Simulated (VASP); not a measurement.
A run of VASP 6.6.1 is set up as follows.

Contents of INCAR:

```
SYSTEM = In
PREC     = Accurate       ! precision mode
ENCUT    = 520            ! plane-wave cutoff, eV
EDIFF    = 1E-8           ! SCF threshold, eV
ISMEAR   = -1             ! smearing method
SIGMA    = 0.15           ! smearing width, eV
LREAL    = .FALSE.        ! projectors in reciprocal space
LASPH    = .TRUE.         ! aspherical terms in the spheres
NELM     = 60             ! most SCF steps
ALGO     = Normal         ! electronic algorithm
ISIF     = 2              ! what is computed and relaxed
LWAVE    = .FALSE.        ! write WAVECAR
LCHARG   = .FALSE.        ! write CHGCAR
GGA      = PE             ! functional
IBRION   = 8              ! ionic algorithm
NSW      = 1              ! ionic steps
```

Contents of KPOINTS:

```
Automatic mesh
0
G
  10 10 10
  0 0 0
```

POSCAR

```
In
1.0
    4.5072558118      0.0000000000      0.0000000000
    0.0000000000      4.5072558118      0.0000000000
    0.0000000000      0.0000000000      4.5072558118
In
3
Direct
    0.5000000000      0.0000000000      0.0000000000
    0.0000000000      0.5000000000      0.0000000000
    0.0000000000      0.0000000000      0.5000000000
```

Potentials or basis: VASP PAW PBE potentials, release 64 (In_d).

The run is started by

```bash
$ cat potpaw_PBE.64/In_d/POTCAR > POTCAR
$ mpirun -np 1 vasp_std > vasp.out
```

Question: Estimate the highest phonon frequency at Γ.

Answer: 122 cm⁻¹.

Phonon frequencies in cm⁻¹ (negative: imaginary):
```tsv
q point	frequencies
(0.000, 0.000, 0.000)	0 0 0 49 49 49 122 122 122
```
